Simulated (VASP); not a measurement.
# Co in VASP: single point with PBE

Aim: the single point of Co with PBE.

Program: VASP 6.6.1. These are calculated values, not measurements. Logs are shortened: lines on timing, memory, paths and dates and some standing lists are left out, and cuts for length are marked.

## (1) The cell of the first run

The cell holds a slab with vacuum, 7 atoms: a = 2.540 Å, b = 2.540 Å, c = 25.774 Å, α = 90.00°, β = 90.00°, γ = 90.00°.

## (2) Single point, PBE

The input, INCAR:

```
SYSTEM = Co
PREC = Accurate
ENCUT = 520
EDIFF = 1E-6
ISMEAR = -1
SIGMA = 0.05
LREAL = .False.
LASPH = .True.
NELM = 60
ALGO = Normal
ISIF = 2
LWAVE = .False.
LCHARG = .True.
LDIPOL = .True.
IDIPOL = 3
DIPOL = 0.5 0.5 0.500
GGA = PE
LELF = .True.
LVHAR = .True.
LVACPOTAV = .True.
NBANDS = 40
```

The input, KPOINTS:

```
regular mesh
0
Gamma
  10 10 1
  0 0 0
```

The input, POSCAR:

```
Co
1.0
    2.5395032940      0.0000000000      0.0000000000
    0.0000000000      2.5395032940      0.0000000000
    0.0000000000      0.0000000000     25.7742000000
Co
7
Direct
    0.5000000000      0.5000000000      0.2909886631
    0.0000000000      0.0000000000      0.3606591087
    0.5000000000      0.5000000000      0.4303295544
    0.0000000000      0.0000000000      0.5000000000
    0.5000000000      0.5000000000      0.5696704456
    0.0000000000      0.0000000000      0.6393408913
    0.5000000000      0.5000000000      0.7090113369
```

Potentials or basis: VASP PAW PBE potentials, release 64 (Co).

Run with:

```bash
$ cat potpaw_PBE.64/Co/POTCAR > POTCAR
$ mpirun -np 1 vasp_std > vasp.out
```

OUTCAR:

```text
SYSTEM = Co
   PREC = Accurate
   ENCUT = 520
   EDIFF = 1E-6
   ISMEAR = -1
   LREAL = .False.
   LASPH = .True.
   NELM = 60
   ISIF = 2
   GGA = PE

 ion  position               nearest neighbor table
   1  0.500  0.500  0.291-   2 2.54   2 2.54   2 2.54   2 2.54
   2  0.000  0.000  0.361-   1 2.54   1 2.54   1 2.54   1 2.54   3 2.54   3 2.54   3 2.54   3 2.54

   3  0.500  0.500  0.430-   4 2.54   4 2.54   4 2.54   4 2.54   2 2.54   2 2.54   2 2.54   2 2.54

   4  0.000  0.000  0.500-   3 2.54   5 2.54   3 2.54   5 2.54   3 2.54   5 2.54   3 2.54   5 2.54

   5  0.500  0.500  0.570-   4 2.54   4 2.54   4 2.54   4 2.54   6 2.54   6 2.54   6 2.54   6 2.54

   6  0.000  0.000  0.639-   7 2.54   7 2.54   7 2.54   7 2.54   5 2.54   5 2.54   5 2.54   5 2.54

   7  0.500  0.500  0.709-   6 2.54   6 2.54   6 2.54   6 2.54

  LATTYP: Found a simple tetragonal cell.
 ALAT       =     2.5395032940
 C/A-ratio  =    10.1493075677

  Lattice vectors:

 A1 = (   2.5395032940,   0.0000000000,   0.0000000000)
 A2 = (   0.0000000000,   2.5395032940,   0.0000000000)
 A3 = (   0.0000000000,   0.0000000000,  25.7742000000)

Analysis of symmetry for initial positions (statically):
=====================================================================
 Subroutine PRICEL returns:
 Original cell was already a primitive cell.

 Routine SETGRP: Setting up the symmetry group for a
 simple tetragonal supercell.

 Subroutine GETGRP returns: Found 16 space group operations
 (whereof 16 operations were pure point group operations)
 out of a pool of 16 trial point group operations.

The static configuration has the point symmetry D_4h.

Analysis of symmetry for dynamics (positions and initial velocities):
=====================================================================
 Subroutine PRICEL returns:
 Original cell was already a primitive cell.

 Routine SETGRP: Setting up the symmetry group for a
 simple tetragonal supercell.

 Subroutine GETGRP returns: Found 16 space group operations
 (whereof 16 operations were pure point group operations)
 out of a pool of 16 trial point group operations.

The dynamic configuration has the point symmetry D_4h.

 Subroutine INISYM returns: Found 16 space group operations
 (whereof 16 operations are pure point group operations),
 and found     1 'primitive' translations

----------------------------------------------------------------------------------------

                                     Primitive cell

  volume of cell :     166.2198

  direct lattice vectors                    reciprocal lattice vectors
     2.539503294  0.000000000  0.000000000     0.393777792  0.000000000  0.000000000
     0.000000000  2.539503294  0.000000000     0.000000000  0.393777792  0.000000000
     0.000000000  0.000000000 25.774200000     0.000000000  0.000000000  0.038798488

  length of vectors
     2.539503294  2.539503294 25.774200000     0.393777792  0.393777792  0.038798488

  position of ions in fractional coordinates (direct lattice)
     0.500000000  0.500000000  0.290988663
     0.000000000  0.000000000  0.360659109
     0.500000000  0.500000000  0.430329554
     0.000000000  0.000000000  0.500000000
     0.500000000  0.500000000  0.569670446
     0.000000000  0.000000000  0.639340891
     0.500000000  0.500000000  0.709011337

  ion indices of the primitive-cell ions
   primitive index   ion index
                 1           1
                 2           2
                 3           3
                 4           4
                 5           5
                 6           6
                 7           7

----------------------------------------------------------------------------------------

 KPOINTS: regular mesh

Automatic generation of k-mesh.
 Grid dimensions read from file:
 generate k-points for:   10   10    1

 Generating k-lattice:

  Cartesian coordinates                     Fractional coordinates (reciprocal lattice)
     0.039377779  0.000000000  0.000000000     0.100000000  0.000000000  0.000000000
     0.000000000  0.039377779  0.000000000     0.000000000  0.100000000  0.000000000
     0.000000000  0.000000000  0.038798488     0.000000000  0.000000000  1.000000000

  Length of vectors
     0.039377779  0.039377779  0.038798488

  Shift w.r.t. Gamma in fractional coordinates (k-lattice)
     0.000000000  0.000000000  0.000000000

 Subroutine IBZKPT returns following result:
 ===========================================

 Found     21 irreducible k-points:

 Following reciprocal coordinates:
            Coordinates               Weight
  0.000000  0.000000  0.000000      1.000000
  0.100000  0.000000  0.000000      4.000000
  0.200000  0.000000  0.000000      4.000000
  0.300000  0.000000  0.000000      4.000000
  0.400000  0.000000  0.000000      4.000000
  0.500000  0.000000  0.000000      2.000000
[... 13 lines left out ...]
  0.500000  0.400000  0.000000      4.000000
  0.500000  0.500000  0.000000      1.000000
   k-points           NKPTS =     21   k-points in BZ     NKDIM =     21   number of bands    NBANDS=     40
   number of dos      NEDOS =    301   number of ions     NIONS =      7
   total plane-waves  NPLWV =  76800
   dimension x,y,z NGX =    20 NGY =   20 NGZ =  192
   dimension x,y,z NGXF=    40 NGYF=   40 NGZF=  384
   ions per type =               7
   NGX,Y,Z   is equivalent  to a cutoff of  13.09, 13.09, 12.38 a.u.
   NGXF,Y,Z  is equivalent  to a cutoff of  26.19, 26.19, 24.77 a.u.
 SYSTEM =  Co
   PREC   = accura    normal or accurate (medium, high low for compatibility)
   ISTART =      0    job   : 0-new  1-cont  2-samecut
   ICHARG =      2    charge: 1-file 2-atom 10-const
   ISPIN  =      1    spin polarized calculation?
   LNONCOLLINEAR =      F non collinear calculations
   LSORBIT =      F    spin-orbit coupling
   LASPH  =      T    aspherical Exc in radial PAW
   ENCUT  =  520.0 eV  38.22 Ry    6.18 a.u.   4.72  4.72 47.92*2*pi/ulx,y,z
   NELM   =     60;   NELMIN=  2; NELMDL= -5     # of ELM steps
   EDIFF  = 0.1E-05   stopping-criterion for ELM
   LREAL  =      F    real-space projection
   EDIFFG = 0.1E-04   stopping-criterion for IOM
   NSW    =      0    number of steps for IOM
   IBRION =     -1    ionic relax: 0-MD 1-quasi-New 2-CG
   NFREE  =      0    steps in history (QN), initial steepest desc. (CG)
   ISIF   =      2    stress and relaxation
   ISYM   =      2    0-nonsym 1-usesym 2-fastsym
   POTIM  = 0.5000    time-step for ionic-motion
   TEBEG  =    0.0;   TEEND  =   0.0 temperature during run
   PSTRESS=    0.0 pullay stress
   NELECT =      63.0000    total number of electrons
   NUPDOWN=      -1.0000    fix difference up-down
   EMIN   =  10.00;   EMAX   =-10.00  energy-range for DOS
   EFERMI =   0.00;   METHOD = LEGACY
   ISMEAR =    -1;   SIGMA  =   0.05  broadening in eV -4-tet -1-fermi 0-gaus
   EFERMI_NEDOS =   21; number of points for ismear=-14 and -15
   IALGO  =     38    algorithm
   IMIX   =      4    mixing-type and parameters
     AMIX     =   0.40;   BMIX     =  1.00
     AMIX_MAG =   1.60;   BMIX_MAG =  1.00
  volume/ion in A,a.u.               =      23.75       160.24
  Fermi-wavevector in a.u.,A,eV,Ry     =   1.184752  2.238857 19.097643  1.403637
  Thomas-Fermi vector in A             =   2.320960
   LORBIT       =      0    0 simple, 1 ext, 2 COOP (PROOUT), +10 PAW based schemes
   GGA     = PE    functional components
   LHFCALC =     F    Hartree Fock is set to
   AEXX    =    0.0000 exact exchange contribution
   IVDW    =     0    specifies the selected vdW correction
   LEPSILON=     F    determine dielectric tensor
   LRPA    =     F    only Hartree local field effects (RPA)
 non-spin polarized calculation
  energy-cutoff  :      520.00
  volume of cell :      166.22
 maximum number of plane-waves:      4523
 NGX is ok and might be reduce to    20
   NGX =  9   NGY =  9   NGZ = 95

 dipolmoment           0.000000      0.000000     -0.000000 electrons x Angstroem

 number of electron      63.0000024 magnetization

 dipolmoment           0.000000      0.000000      0.000000 electrons x Angstroem

 Free energy of the ion-electron system (eV)
  ---------------------------------------------------
  ext. energy  EPLUGINS =         0.00000000
  ---------------------------------------------------
  free energy    TOTEN  =       -44.85147227 eV

  energy without entropy =      -44.68312162  energy(sigma->0) =      -44.76729694

 E-fermi :   2.0154     XC(G=0):  -7.1551

 val. band max:        2.0138505161   @ k =   0.3000   0.0000   0.0000
 cond. band min:       2.0191835057   @ k =   0.1000   0.0000   0.0000
 fundamental gap:      0.0053329896
 Fermi energy:         2.0154410282

 k-point     1 :       0.0000    0.0000    0.0000
  band No.  band energies     occupation
      1      -6.0989      2.00000
      2      -5.4320      2.00000
      3      -4.4312      2.00000
      4      -3.2646      2.00000
      5      -2.3125      2.00000
      6      -1.9647      2.00000
[... 32 lines left out ...]
     39       2.3185      0.00466
     40       2.4439      0.00038

 k-point     2 :       0.1000    0.0000    0.0000
  band No.  band energies     occupation
      1      -5.8498      2.00000
      2      -5.1921      2.00000
      3      -4.2071      2.00000
      4      -3.0623      2.00000
      5      -2.1370      2.00000
      6      -1.8151      2.00000
[... 32 lines left out ...]
     39       2.3640      0.00187
     40       2.4417      0.00040

 k-point     3 :       0.2000    0.0000    0.0000
  band No.  band energies     occupation
      1      -5.1292      2.00000
      2      -4.5083      2.00000
      3      -3.5919      2.00000
      4      -2.5537      2.00000
      5      -1.7376      2.00000
      6      -1.4352      2.00000
[... 32 lines left out ...]
     39       2.3922      0.00107
     40       2.5716      0.00003

 k-point     4 :       0.3000    0.0000    0.0000
  band No.  band energies     occupation
      1      -4.0294      2.00000
      2      -3.5136      2.00000
      3      -2.8058      2.00000
      4      -2.0813      2.00000
      5      -1.4924      2.00000
      6      -1.0911      2.00000
[... 32 lines left out ...]
     39       2.3413      0.00295
     40       3.2211      0.00000
[... 643 lines left out ...]
     39       6.4987      0.00000
     40       6.9488      0.00000

 k-point    20 :       0.5000    0.4000    0.0000
  band No.  band energies     occupation
      1      -1.8711      2.00000
      2      -1.8537      2.00000
      3      -1.5521      2.00000
      4      -1.4803      2.00000
      5      -1.3136      2.00000
      6      -1.3104      2.00000
[... 32 lines left out ...]
     39       6.0321      0.00000
     40       7.3132      0.00000

 k-point    21 :       0.5000    0.5000    0.0000
  band No.  band energies     occupation
      1      -1.9514      2.00000
      2      -1.9323      2.00000
      3      -1.6360      2.00000
      4      -1.5564      2.00000
      5      -1.3947      2.00000
      6      -1.3947      2.00000
[... 32 lines left out ...]
     39       6.4569      0.00000
     40       7.9869      0.00000

------------------------ aborting loop because EDIFF is reached ----------------------------------------

  FORCE on cell =-STRESS in cart. coord.  units (eV):
  Direction    XX          YY          ZZ          XY          YZ          ZX
  --------------------------------------------------------------------------------------
  -------------------------------------------------------------------------------------
  Total      -13.2713857    -13.2713857    -11.0731379      0.0000000      0.0000000      0.0000000
  in kB     -127.9216635   -127.9216635   -106.7329556      0.0000000      0.0000000      0.0000000
  external PRESSURE =    -120.8587609 kB  Pullay stress =       0.0000000 kB

 VOLUME and BASIS-vectors are now :
 -----------------------------------------------------------------------------
  energy-cutoff  :      520.00
  volume of cell :      166.22
      direct lattice vectors                 reciprocal lattice vectors
     2.539503294  0.000000000  0.000000000     0.393777792  0.000000000  0.000000000
     0.000000000  2.539503294  0.000000000     0.000000000  0.393777792  0.000000000
     0.000000000  0.000000000 25.774200000     0.000000000  0.000000000  0.038798488

 POSITION                                       TOTAL-FORCE (eV/Angst)
 -----------------------------------------------------------------------------------
      1.26975      1.26975      7.50000         0.000000      0.000000      1.328788
      0.00000      0.00000      9.29570        -0.000000      0.000000     -0.449184
      1.26975      1.26975     11.09140         0.000000      0.000000     -0.006211
      0.00000      0.00000     12.88710         0.000000      0.000000      0.000000
      1.26975      1.26975     14.68280        -0.000000      0.000000      0.006211
      0.00000      0.00000     16.47850         0.000000      0.000000      0.449184
      1.26975      1.26975     18.27420        -0.000000      0.000000     -1.328788
 -----------------------------------------------------------------------------------
    total drift:                               -0.000000      0.000000      0.000000

  FREE ENERGIE OF THE ION-ELECTRON SYSTEM (eV)
  ---------------------------------------------------
  free  energy   TOTEN  =       -44.8514722696 eV

  energy  without entropy=      -44.6831216200  energy(sigma->0) =      -44.76729694

 vacuum level on the upper side and lower side of the slab         6.934         6.934
```

It took 2.7 min on 1 thread of Intel Xeon 6975P-C (Granite Rapids), shared host; peak memory 0.33 GiB.

Results:

```
Free energy            : -44.8515 eV
Largest force          : 1.329 eV/Å
Band gap on the k mesh : zero (an odd number of electrons rules out a gap without spin polarisation)
```

Forces on the atoms (eV/Å):
```
Co   0.000  0.000  1.329
Co   0.000  0.000 -0.449
Co   0.000  0.000 -0.006
Co   0.000  0.000  0.000
Co   0.000  0.000  0.006
Co   0.000  0.000  0.449
Co   0.000  0.000 -1.329
```

Levels at points of the mesh, in eV from the Fermi level:
| k point | band 28 | band 29 | band 30 | band 31 | band 32 | band 33 | band 34 | band 35 |
| --- | --- | --- | --- | --- | --- | --- | --- | --- |
| (0.00, 0.00, 0.00) | -0.45 | -0.34 | -0.18 | -0.08 | -0.08 | -0.01 | 0.04 | 0.15 |
| (0.50, 0.00, 0.00) | -0.33 | -0.22 | -0.05 | 0.07 | 0.20 | 0.21 | 0.23 | 0.29 |
| (0.50, 0.50, 0.00) | 0.24 | 0.46 | 0.46 | 0.46 | 0.48 | 0.48 | 0.75 | 0.75 |

Caveat: the run has no spin polarisation, though such a crystal can be magnetic. Spin polarisation is off, so any magnetic state and its effect on volume and gap are missing.
